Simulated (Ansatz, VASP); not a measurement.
# FeO: VASP beside Ansatz

File INCAR:

```
ALGO = Normal ; EDIFF = 1E-6
ENCUT = 520 ; GGA = PS
ISIF = 2 ; ISMEAR = 0
ISPIN = 2 ; LASPH = T
LCHARG = T ; LELF = T
LMAXMIX = 4 ; LORBIT = 11
LREAL = F ; LVHAR = T
LWAVE = F ; MAGMOM = 3.79 0.36
NBANDS = 18 ; NELM = 150
PREC = Accurate ; SIGMA = 0.15
```

The input KPOINTS:

```
k-points
0
Gamma
  18 18 18
```

POSCAR

```
FeO
1.0
    1.5176813758      0.8762337509      2.5157933572
   -1.5176813758      0.8762337509      2.5157933572
    0.0000000000     -1.7524675018      2.5157933572
Fe O
1 1
Direct
    0.0000000000      0.0000000000      0.0000000000
    0.3547830624      0.3547830624      0.6115638584
```

Input for Ansatz:

```yaml
crystal:
  lattice:
    - [1.5176813758, 0.8762337509, 2.5157933572]
    - [-1.5176813758, 0.8762337509, 2.5157933572]
    - [0.0, -1.7524675018, 2.5157933572]
  atoms:
    - { symbol: Fe, position: [0.0, 0.0, 0.0], spin: 3.79 }
    - { symbol: O, position: [0.3547830624, 0.3547830624, 0.6115638584], spin: 0.36 }
basis:
  ecutwfc: 420
kpoints:
  mp_grid: { grid: [18, 18, 18] }
hamiltonian:
  xc: pbesol
scf:
  occupations: { method: gaussian, width: 0.15 }
output:
  forces: true
  stress: true
  eigenvalues: true
  populations: true
  write_density: true
  write_potential: true
  elf: true
  volumetric_format: npy
magnetization:
  spin_polarized: true
```

Alike in both runs: task single point; functional PBEsol; k mesh 18 × 18 × 18; occupations gaussian, width 0.15 eV; collinear spin.

|  | VASP | Ansatz |
| --- | --- | --- |
| version | VASP 6.6.1 | Ansatz 0.2.0 |
| potentials or method | VASP PAW PBE potentials, release 64 (Fe, O), cutoff 520 eV | scalar-relativistic, plane waves, PAW |
| valence electrons in the cell | 14 | 22 |

```tsv
	VASP	Ansatz	Ansatz less VASP
gap on the k mesh at the Fermi level (eV)	none	none	-
rms of the force components (eV/Å)	6.675	6.130	-0.5455
net moment per atom (μB)	1.76	1.73	-0.030
size of the moment on the site where the two differ most (μB)	3.07	2.35	-0.725
```

VASP's potentials were made for PBE, not for PBEsol. Site moments also hang on the region over which each program counts them. Atom by atom the forces differ by 0.546 eV/Å (rms over components). A gap of «none» marks a metal or a gap that the smearing closes. VASP's potentials hold 14 valence electrons a cell and Ansatz's 22, so a difference there can come from the potentials and not from the codes.
